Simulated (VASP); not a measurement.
Runs of VASP 6.6.1 on SnO2. The structure is that of space group Fm-3m (No. 225), or close to it. The cells are those of the table. 

```csv
level,cell,smearing,gap on the mesh (eV),pressure (GPa),largest force (eV/Å)
r2SCAN,"a = 3.648, b = 3.648, c = 3.583 Å, angles 60.6, 60.6, 58.8°, 3 atoms",fermi-dirac 0.02 eV,(b),-6.1,-
r2SCAN,"a = 3.583, b = 3.583, c = 3.553 Å, angles 60.3, 60.3, 60.6°, 3 atoms",gaussian 0.01 eV,(a),(c),0.01
PBE,"a = 3.583, b = 3.583, c = 3.553 Å, angles 60.3, 60.3, 60.6°, 3 atoms",fermi-dirac 0.02 eV,0.28,10.0,0.02
PBE,"a = 3.648, b = 3.648, c = 3.583 Å, angles 60.6, 60.6, 58.8°, 3 atoms",fermi-dirac 0.02 eV,none,2.6,-
```

Alike in all rows: task single point; potentials or basis VASP PAW PBE potentials, release 64 (Sn_d, O); no spin polarisation; k mesh 8 × 8 × 8; cutoff (eV) 520.

Problem. Fill in the values left out.

Solution. (a) 0.86; (b) 0.30; (c) 1.4.

Caveats: spin-orbit coupling is left out, which moves the levels of the heavy elements; the PAW data sets were made with another functional, which shifts forces and pressure a little (at least some runs); the cell stands under tension (at least some runs); the cell stands under pressure (at least some runs); semilocal functionals underestimate gaps, so a narrow gap can read as zero (at least some runs).

A k mesh can miss the band edges, and the runs leave out spin-orbit coupling on Sn.

A gap of «none» marks levels without a gap at the run's occupations.
